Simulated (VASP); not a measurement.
# GaAs (Pmma) in VASP: notebook, part 2 of 2

VASP 6.6.1. Earlier steps stand in the parts before.

### 3 Single point, PBE

This run uses another cell than the first one, of 20.24 Å³/atom, 1.157 times its volume.

File INCAR:

```
SYSTEM = GaAs
ALGO = Normal
EDIFF = 1E-6
ENCUT = 520
GGA = PE
ISIF = 2
ISMEAR = 0
LASPH = .True.
LCHARG = .False.
LREAL = .False.
LWAVE = .False.
NBANDS = 46
NELM = 60
PREC = Accurate
SIGMA = 0.1
```

File KPOINTS:

```
k-points
0
Gamma
  2 4 4
  0 0 0
```

File POSCAR:

```
GaAs
1.0
    7.8117732413      0.0000000000      0.0000000000
    0.0000000000      5.2312263989      0.0000000000
    0.0000000000      0.0000000000      3.9621406111
Ga As
4 4
Direct
    0.7500000000      0.0000000000      0.4796572424
    0.0000000000      0.5000000000      0.0000000000
    0.2500000000      0.0000000000      0.5203427576
    0.5000000000      0.5000000000      0.0000000000
    0.7500000000      0.5000000000      0.5856488087
    0.0000000000      0.0000000000      0.0000000000
    0.2500000000      0.5000000000      0.4143511913
    0.5000000000      0.0000000000      0.0000000000
```

Potentials or basis: VASP PAW PBE potentials, release 64 (Ga_d, As).

Command:

```bash
$ cat potpaw_PBE.64/Ga_d/POTCAR potpaw_PBE.64/As/POTCAR > POTCAR
$ mpirun -np 1 vasp_std > vasp.out
```

OUTCAR:

```text
SYSTEM = GaAs
   EDIFF = 1E-6
   ENCUT = 520
   GGA = PE
   ISIF = 2
   ISMEAR = 0
   LASPH = .True.
   LREAL = .False.
   NELM = 60
   PREC = Accurate

 ion  position               nearest neighbor table
   1  0.750  0.000  0.480-   5 2.65   5 2.65   8 2.73   6 2.73   6 2.84   8 2.84
   2  0.000  0.500  0.000-   5 2.55   7 2.55   6 2.62   6 2.62
   3  0.250  0.000  0.520-   7 2.65   7 2.65   8 2.73   6 2.73   8 2.84   6 2.84
   4  0.500  0.500  0.000-   5 2.55   7 2.55   8 2.62   8 2.62
   5  0.750  0.500  0.586-   2 2.55   4 2.55   1 2.65   1 2.65
   6  0.000  0.000  0.000-   2 2.62   2 2.62   3 2.73   1 2.73   1 2.84   3 2.84
   7  0.250  0.500  0.414-   2 2.55   4 2.55   3 2.65   3 2.65
   8  0.500  0.000  0.000-   4 2.62   4 2.62   1 2.73   3 2.73   1 2.84   3 2.84
[... 1091 lines left out ...]
  external PRESSURE =       1.9070192 kB  Pullay stress =       0.0000000 kB

 VOLUME and BASIS-vectors are now :
 -----------------------------------------------------------------------------
  energy-cutoff  :      520.00
  volume of cell :      161.91
      direct lattice vectors                 reciprocal lattice vectors
     7.811773241  0.000000000  0.000000000     0.128011908  0.000000000  0.000000000
     0.000000000  5.231226399  0.000000000     0.000000000  0.191159763  0.000000000
     0.000000000  0.000000000  3.962140611     0.000000000  0.000000000  0.252388822

 POSITION                                       TOTAL-FORCE (eV/Angst)
 -----------------------------------------------------------------------------------
      5.85883      0.00000      1.90047         0.000000     -0.000000      0.008272
      0.00000      2.61561      0.00000        -0.000000     -0.000000     -0.000000
      1.95294      0.00000      2.06167        -0.000000     -0.000000     -0.008272
      3.90589      2.61561      0.00000        -0.000000     -0.000000     -0.000000
      5.85883      2.61561      2.32042        -0.000000     -0.000000     -0.023417
      0.00000      0.00000      0.00000        -0.000000     -0.000000     -0.000000
      1.95294      2.61561      1.64172         0.000000      0.000000      0.023417
      3.90589      0.00000      0.00000        -0.000000     -0.000000     -0.000000
 -----------------------------------------------------------------------------------
    total drift:                                0.000000      0.000000     -0.000000

  FREE ENERGIE OF THE ION-ELECTRON SYSTEM (eV)
  ---------------------------------------------------
  free  energy   TOTEN  =       -30.0061212413 eV

  energy  without entropy=      -29.9774428358  energy(sigma->0) =      -29.99178204
```

stdout:

```text
POSCAR found type information on POSCAR GaAs
 POSCAR found :  2 types and       8 ions
 scaLAPACK will be used
 LDA part: xc-table for (Slater+PW92), standard interpolation
 POSCAR, INCAR and KPOINTS ok, starting setup
 FFT: planning ... GRIDC
 FFT: planning ... GRID_SOFT
 FFT: planning ... GRID
 WAVECAR not read
 entering main loop
```

Run time: 47 s. Hardware: 1 thread of Intel Xeon 6975P-C (Granite Rapids), shared host; peak memory 0.3 GiB.

What came out:

- Free energy: -30.0061 eV
- Pressure: 0.2 GPa
- Largest force: 0.023 eV/Å
- Band gap on the k mesh: zero (band 36 reaches 5.43 eV, above the bottom of band 37 at 4.68 eV)

Forces in eV/Å, atoms in the order of the input:
```
Ga   0.000  0.000  0.008
Ga   0.000  0.000  0.000
Ga   0.000  0.000 -0.008
Ga   0.000  0.000  0.000
As   0.000  0.000 -0.023
As   0.000  0.000  0.000
As   0.000  0.000  0.023
As   0.000  0.000  0.000
```

Stress tensor (GPa, compression positive):
```
 0.16  0.00  0.00
 0.00  0.46  0.00
 0.00  0.00 -0.05
```

Caveat: the k points lie up to 0.40 Å⁻¹ apart.

### 4 Relaxation of cell and atoms, PBE

File INCAR:

```
SYSTEM = GaAs
PREC = Accurate
ENCUT = 600
EDIFF = 1E-6
ISMEAR = 0
SIGMA = 0.1
LREAL = .False.
LASPH = .True.
NELM = 80
ALGO = Normal
ISIF = 3
LWAVE = .False.
LCHARG = .False.
GGA = PE
IBRION = 2
NSW = 90
EDIFFG = -0.04
```

File KPOINTS:

```
Automatic mesh
0
Gamma
  2 4 4
  0 0 0
```

File POSCAR:

```
GaAs
1.0
    7.6952952100      0.0000000000      0.0000000000
    0.0000000000      4.3816005500      0.0000000000
    0.0000000000      0.0000000000      4.1487817700
Ga As
4 4
Direct
    0.7500000000      0.0000000000      0.3554073800
    0.0000000000      0.5000000000      0.0000000000
    0.2500000000      0.0000000000      0.6445926200
    0.5000000000      0.5000000000      0.0000000000
    0.7500000000      0.5000000000      0.6445926200
    0.0000000000      0.0000000000      0.0000000000
    0.2500000000      0.5000000000      0.3554073800
    0.5000000000      0.0000000000      0.0000000000
```

Command:

```bash
$ cat potpaw_PBE.64/Ga_d/POTCAR potpaw_PBE.64/As/POTCAR > POTCAR
$ mpirun -np 1 vasp_std > vasp.out
```

Run time: 16 min. Hardware: 1 thread of Intel Xeon 6975P-C (Granite Rapids), shared host; peak memory 0.35 GiB.

It converged, with:

```
Free energy                            : -30.5506 eV
Relaxed volume                         : 19.28 Å³/atom
Relaxed cell                           : a = 9.022 Å, b = 5.399 Å, c = 3.166 Å, α = 90.00°, β = 90.00°, γ = 90.00°
Space group after relaxing (to 0.05 Å) : Immm (No. 71)
Energy gained by relaxing              : 558.3 meV/atom
Ionic steps                            : 25
Pressure after relaxing                : 0.1 GPa
Largest force after relaxing           : 0.016 eV/Å
Band gap on the k mesh                 : zero (band 36 reaches 8.01 eV, above the bottom of band 37 at 4.47 eV)
```

Forces on the atoms (eV/Å):
```
Ga   0.000  0.000  0.016
Ga   0.000  0.000  0.000
Ga   0.000  0.000 -0.016
Ga   0.000  0.000  0.000
As   0.000  0.000 -0.011
As   0.000  0.000  0.000
As   0.000  0.000  0.011
As   0.000  0.000  0.000
```

Stress tensor (GPa, compression positive):
```
 0.15  0.00  0.00
 0.00  0.32  0.00
 0.00  0.00 -0.14
```

Step by step:
```csv
step,energy change (eV),largest force (eV/Å),pressure (GPa),volume (Å³)
1,0.0000,1.6703,25.69,139.89
2,-2.5607,0.3494,-6.85,203.20
3,-3.2244,0.7002,-0.94,176.72
4,-3.2254,0.6807,-1.32,177.90
5,-3.3914,0.6611,-1.18,174.77
6,-3.6730,0.6272,-0.05,166.49
7,-3.6096,0.7083,5.85,148.98
8,-3.6867,0.6570,5.33,149.29
9,-3.9490,0.4949,3.88,150.09
10,-4.2636,0.1471,2.43,151.12
11,-4.3347,0.1266,1.30,152.99
12,-4.3913,0.1251,-0.81,157.20
13,-4.4226,0.1099,-0.74,156.75
14,-4.4430,0.0920,-0.51,156.04
15,-4.4435,0.0898,-0.49,155.91
16,-4.4516,0.0863,-0.16,155.08
17,-4.4570,0.0845,0.40,153.70
18,-4.4591,0.0771,0.10,154.23
19,-4.4593,0.0731,-0.04,154.52
20,-4.4612,0.0641,-0.14,154.67
21,-4.4633,0.0486,-0.25,154.93
22,-4.4639,0.0212,-0.44,155.46
23,-4.4642,0.0369,-0.34,155.24
24,-4.4657,0.0253,-0.14,154.75
25,-4.4663,0.0159,0.11,154.22
```

Final structure:
```yaml
crystal:
  lattice:
    - [9.02155, 0.00000, 0.00000]
    - [0.00000, 5.39875, 0.00000]
    - [0.00000, 0.00000, 3.16638]
  atoms:
    - { symbol: Ga, position: [0.75000, 0.00000, 0.50173] }
    - { symbol: Ga, position: [0.00000, 0.50000, 0.00000] }
    - { symbol: Ga, position: [0.25000, 0.00000, 0.49827] }
    - { symbol: Ga, position: [0.50000, 0.50000, 0.00000] }
    - { symbol: As, position: [0.75000, 0.50000, 0.50700] }
    - { symbol: As, position: [0.00000, 0.00000, 0.00000] }
    - { symbol: As, position: [0.25000, 0.50000, 0.49300] }
    - { symbol: As, position: [0.50000, 0.00000, 0.00000] }
```

Levels at points of the mesh, in eV from the Fermi level:
```tsv
k point	band 34	band 35	band 36	band 37	band 38	band 39
(0.00, 0.00, 0.00)	-0.85	0.93	2.37	2.37	2.89	2.90
(0.50, 0.00, 0.00)	-1.18	1.35	1.35	1.94	1.94	3.01
(0.00, 0.50, 0.00)	-0.03	1.84	1.84	2.04	2.05	2.62
(0.50, 0.50, 0.00)	0.85	0.85	0.85	2.17	2.17	2.17
(0.00, 0.00, 0.50)	-2.56	-2.25	-2.25	-1.06	-1.05	-0.55
(0.50, 0.00, 0.50)	-2.44	-2.39	-2.39	-0.76	-0.76	-0.73
(0.00, 0.50, 0.50)	-0.83	-0.65	-0.65	0.31	0.32	1.61
(0.50, 0.50, 0.50)	-2.78	-2.78	-2.78	2.32	2.32	2.32
```

Caveat: the k points lie up to 0.50 Å⁻¹ apart in the final cell.

### 5 The runs side by side

```csv
task,cell,cutoff (eV),gap on the mesh (eV),pressure (GPa),largest force (eV/Å)
single point,"a = 7.695, b = 4.382, c = 4.149 Å, 8 atoms",520,none,25.7,1.67
single point,"a = 7.812, b = 5.231, c = 3.962 Å, 8 atoms",520,none,0.2,0.02
relaxation of cell and atoms,"relaxed from a = 7.695, b = 4.382, c = 4.149 Å, 8 atoms",600,none,0.1,0.02
```

Alike in all rows: level PBE; potentials or basis VASP PAW PBE potentials, release 64 (Ga_d, As); no spin polarisation; k mesh 2 × 4 × 4; smearing gaussian 0.1 eV.

Caveats: all runs use coarse meshes; forces of over 1 eV/Å act on the atoms, so gaps and moduli don't describe the material at rest (some runs).

Absolute energies hang on the potentials; compare differences alone.
